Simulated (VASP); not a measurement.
Set up this calculation in VASP 6.6.1, as the native input.

```
Task                   : single point
Functional             : PBE
Potentials or basis    : VASP PAW PBE potentials, release 64 (Pt)
Cutoff                 : 520 eV
k mesh                 : 16 × 16 × 16
Occupations            : methfessel-paxton, width 0.05 eV
Spin                   : no spin polarisation
Dipole correction      : no
Further INCAR settings : ALGO = Normal; EDIFF = 1e-06; NBANDS = 11
```

The structure of Pt lies in POSCAR:

```
Pt
1.0
    2.6232789749      0.0000000000      0.0000000000
    0.0000000000      2.6232789749      0.0000000000
    0.0000000000      0.0000000000      2.6232789749
Pt
1
Direct
    0.0000000000      0.0000000000      0.0000000000
```

One way to write it, as run:

INCAR

```
ALGO = Normal ; EDIFF = 1E-6
ENCUT = 520 ; GGA = PE
ISIF = 2 ; ISMEAR = 1
LASPH = T ; LCHARG = F
LREAL = F ; LWAVE = F
NBANDS = 11 ; NELM = 80
PREC = Accurate ; SIGMA = 0.05
```

KPOINTS

```
k-points
0
Gamma
  16 16 16
```

Potentials or basis: VASP PAW PBE potentials, release 64 (Pt).

Command:

```console
$ cat potpaw_PBE.64/Pt/POTCAR > POTCAR
$ mpirun -np 1 vasp_std > vasp.out
```

It gave:

```yaml
Pressure: -0.4 GPa
Band_gap_on_the_k_mesh: zero (band 5 reaches 10.23 eV, above the bottom of band 6 at 7.14 eV)
```

Caveat: spin-orbit coupling is left out, which moves the levels of the heavy elements.

Wall time 40 s on 1 thread of AMD EPYC 7571 (shared host), peak memory 0.12 GiB.
